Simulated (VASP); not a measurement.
# Y3F (P6/mmm) in VASP: relaxation of cell and atoms with PBE

Aim: the relaxation of cell and atoms of Y3F with PBE.

All numbers are computed with VASP 6.6.1; they aren't measurements. Logs are shortened: lines on timing, memory, paths and dates and some standing lists are left out, and cuts for length are marked.

**1. The cell of the first run**

The structure is hexagonal, space group P6/mmm (No. 191). The conventional cell has a = 6.243 Å, b = 6.243 Å, c = 3.347 Å, α = 90.00°, β = 90.00°, γ = 120.00°. Y (site symmetry mmm) has 2 F at 3.12 Å and 6 Y at 3.12 to 3.35 Å within 4.1 Å. F (site symmetry 6/mmm) has 6 Y at 3.12 Å and 2 F at 3.35 Å within 4.1 Å.

**2. Relaxation of cell and atoms, PBE**

The input, INCAR:

```
PREC = Accurate
ENCUT = 600
EDIFF = 1E-6
ISMEAR = 0
SIGMA = 0.1
LREAL = False
LASPH = True
NELM = 100
ALGO = Normal
ISIF = 3
LWAVE = False
LCHARG = False
GGA = PE
IBRION = 2
NSW = 100
EDIFFG = -0.01
```

The input, KPOINTS:

```
regular mesh
0
Gamma
  9 9 14
```

The input, POSCAR:

```
Y3F
1.0
    6.2429979814      0.0000000000      0.0000000000
   -3.1214989907      5.4065948477      0.0000000000
    0.0000000000      0.0000000000      3.3470170745
Y F
3 1
Direct
    0.5000000000      0.0000000000      0.0000000000
    0.0000000000      0.5000000000      0.0000000000
    0.5000000000      0.5000000000      0.0000000000
    0.0000000000      0.0000000000      0.0000000000
```

Potentials or basis: VASP PAW PBE potentials, release 64 (Y_sv, F).

Started as:

```sh
$ cat potpaw_PBE.64/Y_sv/POTCAR potpaw_PBE.64/F/POTCAR > POTCAR
$ mpirun -np 1 vasp_std > vasp.out
```

OUTCAR:

```text
PREC = Accurate
   ENCUT = 600
   EDIFF = 1E-6
   ISMEAR = 0
   LREAL = False
   LASPH = True
   NELM = 100
   ISIF = 3
   GGA = PE
   IBRION = 2
   NSW = 100
   EDIFFG = -0.01

 ion  position               nearest neighbor table
   1  0.500  0.000  0.000-   4 3.12   4 3.12   2 3.12   3 3.12   3 3.12   2 3.12
   2  0.000  0.500  0.000-   3 3.12   3 3.12   4 3.12   4 3.12   1 3.12   1 3.12
   3  0.500  0.500  0.000-   2 3.12   2 3.12   4 3.12   1 3.12   1 3.12   4 3.12
   4  0.000  0.000  0.000-   1 3.12   1 3.12   3 3.12   2 3.12   2 3.12   3 3.12

  LATTYP: Found a hexagonal cell.
 ALAT       =     6.2429979814
 C/A-ratio  =     0.5361233632

  Lattice vectors:

 A1 = (   6.2429979814,   0.0000000000,   0.0000000000)
 A2 = (  -3.1214989907,   5.4065948477,   0.0000000000)
 A3 = (   0.0000000000,   0.0000000000,   3.3470170745)

Analysis of symmetry for initial positions (statically):
=====================================================================
 Subroutine PRICEL returns:
 Original cell was already a primitive cell.

 Routine SETGRP: Setting up the symmetry group for a
 hexagonal supercell.

 Subroutine GETGRP returns: Found 24 space group operations
 (whereof 24 operations were pure point group operations)
 out of a pool of 24 trial point group operations.

The static configuration has the point symmetry D_6h.

Analysis of symmetry for dynamics (positions and initial velocities):
=====================================================================
 Subroutine PRICEL returns:
 Original cell was already a primitive cell.

 Routine SETGRP: Setting up the symmetry group for a
 hexagonal supercell.

 Subroutine GETGRP returns: Found 24 space group operations
 (whereof 24 operations were pure point group operations)
 out of a pool of 24 trial point group operations.

The dynamic configuration has the point symmetry D_6h.

 Subroutine INISYM returns: Found 24 space group operations
 (whereof 24 operations are pure point group operations),
 and found     1 'primitive' translations

----------------------------------------------------------------------------------------

                                     Primitive cell

  volume of cell :     112.9731

  direct lattice vectors                    reciprocal lattice vectors
     6.242997981  0.000000000  0.000000000     0.160179453  0.092479650  0.000000000
    -3.121498991  5.406594848  0.000000000     0.000000000  0.184959300  0.000000000
     0.000000000  0.000000000  3.347017075     0.000000000  0.000000000  0.298773498

  length of vectors
     6.242997981  6.242997981  3.347017075     0.184959300  0.184959300  0.298773498

  position of ions in fractional coordinates (direct lattice)
     0.500000000  0.000000000  0.000000000
     0.000000000  0.500000000  0.000000000
     0.500000000  0.500000000  0.000000000
     0.000000000  0.000000000  0.000000000

  ion indices of the primitive-cell ions
   primitive index   ion index
                 1           1
                 2           2
                 3           3
                 4           4

----------------------------------------------------------------------------------------

 KPOINTS: regular mesh

Automatic generation of k-mesh.
 Grid dimensions read from file:
 generate k-points for:    9    9   14

 Generating k-lattice:

  Cartesian coordinates                     Fractional coordinates (reciprocal lattice)
     0.017797717  0.010275517  0.000000000     0.111111111  0.000000000  0.000000000
     0.000000000  0.020551033  0.000000000     0.000000000  0.111111111  0.000000000
     0.000000000  0.000000000  0.021340964     0.000000000  0.000000000  0.071428571

  Length of vectors
     0.020551033  0.020551033  0.021340964

  Shift w.r.t. Gamma in fractional coordinates (k-lattice)
     0.000000000  0.000000000  0.000000000

 Subroutine IBZKPT returns following result:
 ===========================================

 Found     96 irreducible k-points:

 Following reciprocal coordinates:
            Coordinates               Weight
  0.000000  0.000000  0.000000      1.000000
  0.111111  0.000000  0.000000      6.000000
  0.222222  0.000000  0.000000      6.000000
  0.333333  0.000000  0.000000      6.000000
  0.444444  0.000000  0.000000      6.000000
  0.111111  0.111111  0.000000      6.000000
[... 16 lines left out ...]
  0.333333  0.222222  0.071429     24.000000
  0.333333  0.333333  0.071429      4.000000
 [... further k-points ...]
   k-points           NKPTS =     96   k-points in BZ     NKDIM =     96   number of bands    NBANDS=     24
   number of dos      NEDOS =    301   number of ions     NIONS =      4
   total plane-waves  NPLWV =  70000
   dimension x,y,z NGX =    50 NGY =   50 NGZ =   28
   dimension x,y,z NGXF=   100 NGYF=  100 NGZF=   56
   ions per type =               3   1
   NGX,Y,Z   is equivalent  to a cutoff of  13.31, 13.31, 13.91 a.u.
   NGXF,Y,Z  is equivalent  to a cutoff of  26.63, 26.63, 27.82 a.u.
 SYSTEM =  unknown system
   PREC   = accura    normal or accurate (medium, high low for compatibility)
   ISTART =      0    job   : 0-new  1-cont  2-samecut
   ICHARG =      2    charge: 1-file 2-atom 10-const
   ISPIN  =      1    spin polarized calculation?
   LNONCOLLINEAR =      F non collinear calculations
   LSORBIT =      F    spin-orbit coupling
   LASPH  =      T    aspherical Exc in radial PAW
   ENCUT  =  600.0 eV  44.10 Ry    6.64 a.u.  12.47 12.47  6.68*2*pi/ulx,y,z
   NELM   =    100;   NELMIN=  2; NELMDL= -5     # of ELM steps
   EDIFF  = 0.1E-05   stopping-criterion for ELM
   LREAL  =      F    real-space projection
   EDIFFG = -.1E-01   stopping-criterion for IOM
   NSW    =    100    number of steps for IOM
   IBRION =      2    ionic relax: 0-MD 1-quasi-New 2-CG
   NFREE  =      1    steps in history (QN), initial steepest desc. (CG)
   ISIF   =      3    stress and relaxation
   ISYM   =      2    0-nonsym 1-usesym 2-fastsym
   POTIM  = 0.5000    time-step for ionic-motion
   TEBEG  =    0.0;   TEEND  =   0.0 temperature during run
   PSTRESS=    0.0 pullay stress
   NELECT =      40.0000    total number of electrons
   NUPDOWN=      -1.0000    fix difference up-down
   EMIN   =  10.00;   EMAX   =-10.00  energy-range for DOS
   EFERMI =   0.00;   METHOD = LEGACY
   ISMEAR =     0;   SIGMA  =   0.10  broadening in eV -4-tet -1-fermi 0-gaus
   EFERMI_NEDOS =   21; number of points for ismear=-14 and -15
   IALGO  =     38    algorithm
   IMIX   =      4    mixing-type and parameters
     AMIX     =   0.40;   BMIX     =  1.00
     AMIX_MAG =   1.60;   BMIX_MAG =  1.00
  volume/ion in A,a.u.               =      28.24       190.59
  Fermi-wavevector in a.u.,A,eV,Ry     =   1.158163  2.188612 18.250073  1.341343
  Thomas-Fermi vector in A             =   2.294768
   LORBIT       =      0    0 simple, 1 ext, 2 COOP (PROOUT), +10 PAW based schemes
   GGA     = PE    functional components
   LHFCALC =     F    Hartree Fock is set to
   AEXX    =    0.0000 exact exchange contribution
   IVDW    =     0    specifies the selected vdW correction
   LEPSILON=     F    determine dielectric tensor
   LRPA    =     F    only Hartree local field effects (RPA)
 conjugate gradient relaxation of ions
 non-spin polarized calculation
 Gauss-broadening in eV      SIGMA  =   0.10
  energy-cutoff  :      600.00
  volume of cell :      112.97
 maximum number of plane-waves:      3799
 NGX is ok and might be reduce to    50
   NGX = 25   NGY = 25   NGZ = 13

--------------------------------------- Ionic step        1  -------------------------------------------

 number of electron      40.0000003 magnetization

 Free energy of the ion-electron system (eV)
  ---------------------------------------------------
  ext. energy  EPLUGINS =         0.00000000
  ---------------------------------------------------
  free energy    TOTEN  =       -21.52408750 eV

  energy without entropy =      -21.48201662  energy(sigma->0) =      -21.50305206

------------------------ aborting loop because EDIFF is reached ----------------------------------------

  FORCE on cell =-STRESS in cart. coord.  units (eV):
  Direction    XX          YY          ZZ          XY          YZ          ZX
  --------------------------------------------------------------------------------------
  -------------------------------------------------------------------------------------
  Total        0.1789917      0.1789917      0.1110021      0.0000000      0.0000000      0.0000000
  in kB        2.5384493      2.5384493      1.5742244      0.0000000      0.0000000      0.0000000
  external PRESSURE =       2.2170410 kB  Pullay stress =       0.0000000 kB
[... 61 lines left out ...]
  energy  without entropy=      -21.4825290983  energy(sigma->0) =      -21.50359132

--------------------------------------- Ionic step        3  -------------------------------------------

 number of electron      40.0000002 magnetization

 Free energy of the ion-electron system (eV)
  ---------------------------------------------------
  ext. energy  EPLUGINS =         0.00000000
  ---------------------------------------------------
  free energy    TOTEN  =       -21.52468708 eV

  energy without entropy =      -21.48253864  energy(sigma->0) =      -21.50361286

 E-fermi :   2.5025     XC(G=0):  -9.0689

 val. band max:        2.5011408607   @ k =   0.2222   0.1111   0.1429
 cond. band min:       2.5052886176   @ k =   0.3333   0.0000   0.0714
 fundamental gap:      0.0041477569
 Fermi energy:         2.5025352795

 k-point     1 :       0.0000    0.0000    0.0000
  band No.  band energies     occupation
      1     -40.5426      2.00000
      2     -40.3841      2.00000
      3     -40.3841      2.00000
      4     -21.1886      2.00000
      5     -20.8754      2.00000
      6     -20.8754      2.00000
[... 637 lines left out ...]
     23       3.7833      0.00000
     24       3.7837      0.00000

 [... further k-points ...]

------------------------ aborting loop because EDIFF is reached ----------------------------------------

  FORCE on cell =-STRESS in cart. coord.  units (eV):
  Direction    XX          YY          ZZ          XY          YZ          ZX
  --------------------------------------------------------------------------------------
  -------------------------------------------------------------------------------------
  Total        0.0018943      0.0018943      0.0092987      0.0000000      0.0000000      0.0000000
  in kB        0.0266601      0.0266601      0.1308645      0.0000000      0.0000000      0.0000000
  external PRESSURE =       0.0613949 kB  Pullay stress =       0.0000000 kB
[... 19 lines left out ...]
  FREE ENERGIE OF THE ION-ELECTRON SYSTEM (eV)
  ---------------------------------------------------
  free  energy   TOTEN  =       -21.5246870777 eV

  energy  without entropy=      -21.4825386353  energy(sigma->0) =      -21.50361286

 reached required accuracy - stopping structural energy minimisation
```

Run time: 11 min. Hardware: 1 thread of Intel Xeon Platinum 8488C (Sapphire Rapids), shared host; peak memory 0.48 GiB.

Results:

| Quantity | Value |
| --- | --- |
| Free energy | -21.5247 eV |
| Relaxed volume | 28.46 Å³/atom |
| Relaxed cell | a = 6.261 Å, b = 6.261 Å, c = 3.353 Å, α = 90.00°, β = 90.00°, γ = 120.00° |
| Space group after relaxing (to 0.05 Å) | P6/mmm (No. 191) |
| Energy gained by relaxing | 0.1 meV/atom |
| Ionic steps | 3 |
| Pressure after relaxing | 0.0 GPa |
| Band gap on the k mesh | zero (band 20 reaches 3.01 eV, above the bottom of band 21 at 1.89 eV) |

Step by step:
| step | energy change (eV) | largest force (eV/Å) | pressure (GPa) | volume (Å³) |
| --- | --- | --- | --- | --- |
| 1 | 0.0000 | 0.0000 | 0.22 | 112.97 |
| 2 | -0.0006 | 0.0000 | 0.05 | 113.61 |
| 3 | -0.0006 | 0.0000 | 0.01 | 113.84 |

Final structure:
```
Y F
1.0
     6.26131    0.00000    0.00000
    -3.13066    5.42246    0.00000
     0.00000    0.00000    3.35311
Y F
3 1
Direct
  0.50000 0.00000 0.00000
  0.00000 0.50000 0.00000
  0.50000 0.50000 0.00000
  0.00000 0.00000 0.00000
```
